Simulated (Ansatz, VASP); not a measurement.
**Two plane-wave programs on Nb**

Contents of INCAR:

```
SYSTEM = Nb
ALGO = Normal
EDIFF = 1E-7
ENCUT = 520
GGA = PS
ISIF = 2
ISMEAR = 0
LASPH = .True.
LCHARG = .False.
LREAL = .False.
LWAVE = .False.
NBANDS = 54
NELM = 100
PREC = Accurate
SIGMA = 0.1
```

Contents of KPOINTS:

```
k-points
0
Gamma
  6 4 2
  0 0 0
```

Contents of POSCAR:

```
Nb
1.0
    2.7811420000      0.0000000000      0.0000000000
    0.1609350000      4.6692300000      0.0000000000
    0.7593710000      1.8977590000      9.7409520000
Nb
7
Direct
    0.6474970000      0.2177850000      0.5712490000
    0.3525030000      0.7822150000      0.4287510000
    0.9392370000      0.6504380000      0.7136010000
    0.0607630000      0.3495620000      0.2863990000
    0.2232090000      0.0776300000      0.8566690000
    0.7767910000      0.9223700000      0.1433310000
    0.5000000000      0.5000000000      0.0000000000
```

Input for Ansatz:

```yaml
crystal:
  lattice:
    - [2.781142, 0.0, 0.0]
    - [0.160935, 4.66923, 0.0]
    - [0.759371, 1.897759, 9.740952]
  atoms:
    - { symbol: Nb, position: [0.647497, 0.217785, 0.571249] }
    - { symbol: Nb, position: [0.352503, 0.782215, 0.428751] }
    - { symbol: Nb, position: [0.939237, 0.650438, 0.713601] }
    - { symbol: Nb, position: [0.060763, 0.349562, 0.286399] }
    - { symbol: Nb, position: [0.223209, 0.07763, 0.856669] }
    - { symbol: Nb, position: [0.776791, 0.92237, 0.143331] }
    - { symbol: Nb, position: [0.5, 0.5, 0.0] }
basis:
  ecutwfc: 420
kpoints:
  mp_grid: { grid: [6, 4, 2] }
hamiltonian:
  xc: pbesol
scf:
  occupations: { method: gaussian, width: 0.1 }
  lower_state_search: "off"
output:
  forces: true
  stress: true
  eigenvalues: true
```

Alike in both runs: task single point; functional PBEsol; k mesh 6 × 4 × 2; occupations gaussian, width 0.1 eV; no spin polarisation.

```csv
,VASP,Ansatz
version,VASP 6.6.1,Ansatz 0.2.0
potentials or method,"VASP PAW PBE potentials, release 64 (Nb_sv), cutoff 520 eV","scalar-relativistic, plane waves, PAW"
valence electrons in the cell,91,91
```

|  | VASP | Ansatz | Ansatz less VASP |
| --- | --- | --- | --- |
| gap on the k mesh at the Fermi level (eV) | none | none | - |
| pressure (GPa) | -5.7 | -5.4 | +0.29 |
| traceless stress, the component that is largest in VASP (GPa) | -2.63 | -2.65 | -0.012 |
| rms of the force components (eV/Å) | 0.033 | 0.034 | +0.0002 |

VASP's potentials were made for PBE, not for PBEsol. Atom by atom the forces differ by 0.000 eV/Å (rms over components). A gap of «none» marks a metal or a gap that the smearing closes.

The k mesh is coarse, so the values compare programs but aren't converged.
